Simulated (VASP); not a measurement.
Write the native input for VASP 6.6.1 that does the following.

| Property | Result |
| --- | --- |
| Task | single point |
| Functional | LDA |
| Potentials or basis | VASP PAW LDA potentials, release 64 (Pt) |
| Cutoff | 500 eV |
| k mesh | 13 × 13 × 13 |
| Occupations | fermi-dirac, width 0.1 eV |
| Spin | no spin polarisation |
| Dipole correction | no |
| Further INCAR settings | ALGO = Normal; EDIFF = 1e-06; NBANDS = 11 |

The structure of Pt lies in POSCAR:

```
Pt
1.0
    0.0000000000      1.9609000000      1.9609000000
    1.9609000000      0.0000000000      1.9609000000
    1.9609000000      1.9609000000      0.0000000000
Pt
1
Direct
    0.0000000000      0.0000000000      0.0000000000
```

One way to write it, as run:

INCAR

```
PREC     = Accurate       # precision mode
ENCUT    = 500            # plane-wave cutoff, eV
EDIFF    = 1E-6           # SCF threshold, eV
ISMEAR   = -1             # smearing method
SIGMA    = 0.1            # smearing width, eV
LREAL    = F              # projectors in reciprocal space
LASPH    = T              # aspherical terms in the spheres
NELM     = 120            # most SCF steps
ALGO     = Normal         # electronic algorithm
ISIF     = 2              # what is computed and relaxed
LWAVE    = F              # write WAVECAR
LCHARG   = F              # write CHGCAR
GGA      = CA             # functional
NBANDS   = 11             # bands
GGA_COMPAT= F
```

KPOINTS

```
Automatic mesh
0
Gamma
  13 13 13
```

Potentials or basis: VASP PAW LDA potentials, release 64 (Pt).

Launch:

```sh
$ cat potpaw_LDA.64/Pt/POTCAR > POTCAR
$ mpirun -np 1 vasp_std > vasp.out
```

It gave:

The pressure is -5.2 GPa. The band gap on the k mesh is zero (band 5 reaches 11.56 eV, above the bottom of band 6 at 9.39 eV).

Caveat: spin-orbit coupling is left out, which moves the levels of the heavy elements.

It took 8.6 s on 1 thread of Intel(R) Xeon(R) Platinum 8488C (Sapphire Rapids), on a shared host, peak memory 0.12 GiB.
